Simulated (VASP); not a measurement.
Here is a VASP 6.6.1 calculation.

File INCAR:

```
ALGO = Normal
EDIFF = 1E-6
ENCUT = 530
GGA_COMPAT = F
ISIF = 2
ISMEAR = 0
LASPH = T
LCHARG = F
LREAL = F
LWAVE = F
NBANDS = 14
NELM = 120
PREC = Accurate
SIGMA = 0.1
```

File KPOINTS:

```
k-points
0
Gamma
  9 9 9
```

The input POSCAR:

```
Rh
1.0
    0.0000000000      1.8622439995      1.8622439995
    1.8622439995      0.0000000000      1.8622439995
    1.8622439995      1.8622439995      0.0000000000
Rh
1
Direct
    0.0000000000      0.0000000000      0.0000000000
```

Potentials or basis: VASP PAW LDA potentials, release 64 (Rh_sv_GW).

Command:

```console
$ cat potpaw_LDA.64/Rh_sv_GW/POTCAR > POTCAR
$ mpirun -np 1 vasp_std > vasp.out
```

Predict the pressure.

6.0 GPa.
